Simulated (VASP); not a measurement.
A run of VASP 6.6.1:

Contents of INCAR:

```
ALGO = Normal
EDIFF = 1E-6
ENCUT = 520
GGA = PS
ISIF = 2
ISMEAR = 0
LASPH = True
LCHARG = False
LREAL = False
LWAVE = False
NBANDS = 16
NELM = 80
PREC = Accurate
SIGMA = 0.05
```

KPOINTS

```
k-points
0
Gamma
  9 9 6
```

Contents of POSCAR:

```
AlN
1.0
    3.3212000000      0.0000000000      0.0000000000
   -1.6606000000      2.8762435710      0.0000000000
    0.0000000000      0.0000000000      4.2228000000
Al N
2 2
Direct
    0.3333333333      0.6666666667      0.7500000000
    0.6666666667      0.3333333333      0.2500000000
    0.3333333333      0.6666666667      0.2500000000
    0.6666666667      0.3333333333      0.7500000000
```

Potentials or basis: VASP PAW PBE potentials, release 64 (Al, N).

The run is started by

```sh
$ cat potpaw_PBE.64/Al/POTCAR potpaw_PBE.64/N/POTCAR > POTCAR
$ mpirun -np 1 vasp_std > vasp.out
```

Hardware: 1 thread of Intel Xeon 6975P-C, on a shared host.

How long does it take, and how much memory?

Wall time 25 s on 1 thread of Intel Xeon 6975P-C (shared host), peak memory 0.17 GiB. Counts: scf iterations 13, k points 48.
